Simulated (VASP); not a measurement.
A run of VASP 6.6.1 is set up as follows.

INCAR

```
PREC = Accurate
ENCUT = 520
EDIFF = 1E-6
ISMEAR = 1
SIGMA = 0.2
LREAL = F
LASPH = T
NELM = 100
ALGO = Normal
ISIF = 2
LWAVE = F
LCHARG = F
GGA = CA
NBANDS = 11
```

The input KPOINTS:

```
regular mesh
0
Gamma
  9 9 9
```

The input POSCAR:

```
Ba
1.0
   -2.3789385306      2.3789385306      2.3789385306
    2.3789385306     -2.3789385306      2.3789385306
    2.3789385306      2.3789385306     -2.3789385306
Ba
1
Direct
    0.0000000000      0.0000000000      0.0000000000
```

Potentials or basis: VASP PAW LDA potentials, release 64 (Ba_sv).

Launch:

```console
$ cat potpaw_LDA.64/Ba_sv/POTCAR > POTCAR
$ mpirun -np 1 vasp_std > vasp.out
```

**Question.** Predict the pressure.

**Answer.** 0.0 GPa.

**Question.** What does it give for the band gap on the k mesh?

**Answer.** Zero (band 5 reaches 2.57 eV, above the bottom of band 6 at 1.31 eV).

Caveat: spin-orbit coupling is left out, which moves the levels of the heavy elements.
